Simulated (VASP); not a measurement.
Mg2CdN2: single point with PBE

The system is Mg2CdN2.

```xyz
5
Lattice="3.5529 0.0000 0.0000 -1.7764 3.0769 0.0000 0.0000 0.0000 5.9838" Properties=species:S:1:pos:R:3 pbc="T T T"
Mg    1.7764    1.0256    0.9182
Mg    0.0000    2.0513    5.0657
Cd    0.0000    0.0000    2.9919
N     1.7764    1.0256    4.6209
N     0.0000    2.0513    1.3629
```

| Item | Value |
| --- | --- |
| Program | VASP 6.6.1 |
| Task | single point |
| Functional | PBE |
| Potentials or basis | VASP PAW PBE potentials, release 64 (Mg, Cd, N) |
| Cutoff | 520 eV |
| k mesh | 6 × 6 × 4 |
| Occupations | gaussian, width 0.1 eV |
| Spin | no spin polarisation |

The pressure is -0.3 GPa. The largest force is 0.027 eV/Å and the band gap on the k mesh is 0.35 eV (least direct gap 0.68 eV).

Forces on the atoms (eV/Å):
```
Mg   0.000  0.000  0.027
Mg   0.000  0.000 -0.027
Cd   0.000  0.000  0.000
N    0.000  0.000  0.008
N    0.000  0.000 -0.008
```

Levels at points of the mesh, in eV from the valence-band top:
| k point | band 10 | band 11 | band 12 | band 13 | band 14 | band 15 | band 16 | band 17 |
| --- | --- | --- | --- | --- | --- | --- | --- | --- |
| (0.00, 0.00, 0.00) | -0.34 | -0.34 | -0.32 | -0.32 | 0.35 | 4.24 | 6.93 | 9.06 |
| (0.50, 0.00, 0.00) | -2.35 | -1.44 | -0.93 | -0.17 | 3.55 | 4.04 | 5.04 | 7.16 |
| (0.00, 0.00, 0.50) | -0.57 | -0.57 | -0.07 | -0.07 | 2.99 | 3.00 | 7.69 | 8.96 |
| (0.50, 0.00, 0.50) | -1.24 | -0.94 | -0.78 | -0.55 | 2.90 | 3.09 | 6.64 | 7.61 |

It took 50 s on 1 thread of Intel Xeon 8259CL, with other jobs on the host, peak memory 0.2 GiB.

A k mesh can miss the band edges.
